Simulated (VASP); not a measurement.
# B16P16H (a cell with a defect) in VASP: a series of runs, part 2 of 2

VASP 6.6.1. The steps go on from the part before.

## 4. Single point, PBE

INCAR reads:

```
SYSTEM = B16P16H
ALGO = Normal
EDIFF = 1E-7
ENCUT = 520
GGA = PE
ISIF = 2
ISMEAR = 0
LASPH = .True.
LCHARG = .False.
LREAL = Auto
LWAVE = .False.
NBANDS = 86
NELECT = 128.0
NELM = 80
PREC = Accurate
SIGMA = 0.02
```

KPOINTS reads:

```
Automatic mesh
0
Gamma
  2 2 2
  0.5 0.5 0.5
```

POSCAR reads:

```
B16P16H
1.0
    4.5481927936      4.5481927936     -4.5481927936
   -4.5481927936     -4.5481927936     -4.5481927936
   -4.5481927936      4.5481927936      4.5481927936
B P H
16 16 1
Direct
    0.2494586425      0.4994834439      0.2504564014
    0.4984445697      0.2474339922      0.2484757246
    0.7489439552     -0.0010456901      0.2494508372
    0.7469182056      0.5044218889      0.7500119619
   -0.0005005285      0.5004524002      0.4985561525
    0.2505514941      0.2501333060      0.5001802041
    0.5006683101      0.0003525576      0.4995367618
    0.7450924255      0.7403846215      0.4945656664
   -0.0000230861      0.7488655725      0.2516181815
    0.5003443353      0.4999447260     -0.0002380066
    0.7511144877      0.2507922491      0.0004247841
    0.0007927324      0.2856396065      0.7500309804
    0.2555340226      1.0014486427      0.7500129513
    0.4997638849      0.7506792599      0.7499918440
    0.0005027271     -0.0045298212      0.0054461192
    0.2510444372      0.7521234599      0.0015551232
    0.2549743497      0.5060123008      0.0052464794
    0.5013275829      0.2512028517      0.0015220331
    0.7493004705     -0.0009242132     -0.0009710450
    0.7471225725      0.4938228439      0.4971416346
    0.0001992000      0.5000814836      0.2501802478
    0.2506661551      0.2496661974      0.2500483272
    0.5000859909      0.0000524384      0.2498706743
    0.7505710850      0.7495855287      0.2498448398
   -0.0000085748      0.7465585023      0.0029882199
    0.4978856664      0.5013269233      0.7499722758
    0.7428571420      0.2568616928      0.7499558956
   -0.0003598132      0.2504523339      0.4947600293
    0.2498292292     -0.0003287020      0.4984871141
    0.5002248373      0.7500627513      0.5009416055
    0.0004396252     -0.0388569720      0.7499115923
    0.2498859551      0.7480777870      0.7500081142
   -0.0714770712      0.1153285544     -0.2463963273
```

Potentials or basis: VASP PAW PBE potentials, release 64 (B, P, H).

Command:

```console
cat potpaw_PBE.64/B/POTCAR potpaw_PBE.64/P/POTCAR potpaw_PBE.64/H/POTCAR > POTCAR
mpirun -np 1 vasp_std > vasp.out
```

OUTCAR:

```text
SYSTEM = B16P16H
   EDIFF = 1E-7
   ENCUT = 520
   GGA = PE
   ISIF = 2
   ISMEAR = 0
   LASPH = .True.
   LREAL = Auto
   NELECT = 128.0
   NELM = 80
   PREC = Accurate

 ion  position               nearest neighbor table
   1  0.249  0.499  0.250-  17 1.96  21 1.96  22 1.97  30 1.97
   2  0.498  0.247  0.248-  20 1.95  23 1.96  22 1.96  18 1.96
   3  0.749  0.999  0.249-  28 1.96  23 1.96  24 1.97  19 1.97
   4  0.747  0.504  0.750-  27 1.94  26 1.95  25 1.97  20 1.97
   5  0.999  0.500  0.499-  21 1.96  28 1.96  20 1.97  32 1.97
   6  0.251  0.250  0.500-  28 1.96  26 1.97  29 1.97  22 1.97
[... 583 lines left out ...]
  Total       -6.1378766     -6.1143859     -6.0600224      2.3007250      2.5383657      2.5491223
  in kB      -26.1307664    -26.0307596    -25.7993177      9.7948705     10.8065778     10.8523721
  external PRESSURE =     -25.9869479 kB  Pullay stress =       0.0000000 kB

 VOLUME and BASIS-vectors are now :
 -----------------------------------------------------------------------------
  energy-cutoff  :      520.00
  volume of cell :      376.34
      direct lattice vectors                 reciprocal lattice vectors
     4.548192794  4.548192794 -4.548192794     0.000000000  0.109933774 -0.109933774
    -4.548192794 -4.548192794 -4.548192794    -0.109933774  0.000000000 -0.109933774
    -4.548192794  4.548192794  4.548192794    -0.109933774  0.109933774  0.000000000

 POSITION                                       TOTAL-FORCE (eV/Angst)
 -----------------------------------------------------------------------------------
     -2.27628      0.00196     -2.26721        -0.000684      0.000344     -0.001781
      0.01153      2.27176     -2.26228        -0.000297      0.001471     -0.000084
     -2.27165     -0.00254     -6.81523        -0.000073     -0.000760     -0.001337
     -2.30828      4.51412     -2.28014         0.000590      0.000042      0.000604
      0.00223      4.53729     -4.55454         0.001263      0.002249      0.003186
     -2.27301      2.27682     -0.00229         0.000382      0.000138     -0.000184
[... 25 lines left out ...]
     -5.67705      1.14531     -1.12775        -0.001456     -0.001388     -0.003783
      0.27103      7.12610     -1.32010         0.025892      0.024344      0.015995
 -----------------------------------------------------------------------------------
    total drift:                                0.010259      0.010898      0.007050

  FREE ENERGIE OF THE ION-ELECTRON SYSTEM (eV)
  ---------------------------------------------------
  free  energy   TOTEN  =      -215.9030656004 eV

  energy  without entropy=     -215.9030656004  energy(sigma->0) =     -215.90306560
```

stdout:

```text
POSCAR found type information on POSCAR B P H
 POSCAR found :  3 types and      33 ions
 scaLAPACK will be used
 LDA part: xc-table for (Slater+PW92), standard interpolation
 POSCAR, INCAR and KPOINTS ok, starting setup
 FFT: planning ... GRIDC
 FFT: planning ... GRID_SOFT
 FFT: planning ... GRID
 WAVECAR not read
 entering main loop
 the old and the new charge density differ
 old charge density:   129.00000 new  128.00000
    0.291E+01
```

Wall time 3.3 min (1 thread of AMD EPYC 9R45 (Zen 5), shared host); peak memory 0.47 GiB.

What came out:

- Free energy: -215.9031 eV
- Largest force: 0.039 eV/Å

Forces on the atoms (eV/Å):
```
B   -0.001  0.000 -0.002
B    0.000  0.001  0.000
B    0.000 -0.001 -0.001
B    0.001  0.000  0.001
B    0.001  0.002  0.003
B    0.000  0.000  0.000
B    0.001 -0.002  0.004
B    0.006  0.000  0.006
B    0.001 -0.001  0.000
B   -0.002  0.000 -0.001
B   -0.003  0.000  0.005
B   -0.004 -0.004 -0.012
B    0.006  0.006  0.002
B    0.003  0.003  0.004
B    0.002  0.005  0.003
B    0.002  0.000  0.001
P    0.000 -0.007  0.002
P   -0.003  0.003  0.000
P    0.007 -0.004  0.005
P   -0.001 -0.005 -0.003
P   -0.001 -0.002 -0.001
P    0.006  0.004 -0.002
P   -0.003  0.000  0.000
P    0.004  0.006 -0.001
P   -0.005 -0.002 -0.003
P   -0.005 -0.004 -0.003
P   -0.001 -0.003 -0.009
P   -0.009 -0.001  0.000
P    0.002 -0.004  0.000
P   -0.004  0.006  0.004
P   -0.027 -0.024 -0.014
P   -0.001 -0.001 -0.004
H    0.026  0.024  0.016
```

Caveat: the cell carries a net charge on a neutralising background, which shifts energy and pressure; the cell is charged against a uniform background, so pressure and absolute levels hang on convention.
